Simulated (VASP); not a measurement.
**MgO (Periclase): single point with LDA**

**What was measured.**

From “Electronic structure of alkaline earth and post-transition metal oxides”, 2009, arxiv:0908.1581, for a bulk crystal of MgO: band gap 7.83 eV.

MgO (Periclase):

```xyz
2
Lattice="0.0000 2.0655 2.0655 2.0655 0.0000 2.0655 2.0655 2.0655 0.0000" Properties=species:S:1:pos:R:3 pbc="T T T"
Mg    0.0000    0.0000    0.0000
O     2.0655    2.0655    2.0655
```

| Item | Value |
| --- | --- |
| Program | VASP 6.6.1 |
| Task | single point |
| Functional | LDA |
| Potentials or basis | VASP PAW LDA potentials, release 64 (Mg, O) |
| Cutoff | 600 eV |
| k mesh | 8 × 8 × 8 |
| Occupations | gaussian, width 0.01 eV |
| Spin | no spin polarisation |

The pressure is 1.7 GPa and the band gap on the k mesh is 5.25 eV, direct.

Levels at points of the mesh, in eV from the valence-band top:
```
           k point  band 1  band 2  band 3  band 4  band 5  band 6  band 7  band 8
(0.00, 0.00, 0.00)  -17.32    0.00    0.00    0.00    5.25   15.84   15.84   15.84
(0.50, 0.00, 0.00)  -15.81   -4.96   -0.74   -0.74    8.11   13.06   16.60   16.60
(0.50, 0.50, 0.00)  -15.52   -4.40   -1.46   -1.46    8.94   10.35   13.52   19.53
```

Run time: 4.9 s on 1 thread of Intel Xeon 8259CL, on a shared host, peak memory 0.13 GiB.

A measured gap of MgO is 7.83 eV (quoted in “Electronic structure of alkaline earth and post-transition metal oxides”, 2009, arxiv:0908.1581); the calculated 5.25 eV misses it by -2.58 eV. The value is that of LDA, without temperature or zero-point motion. Semilocal functionals fall short of measured gaps as a rule.
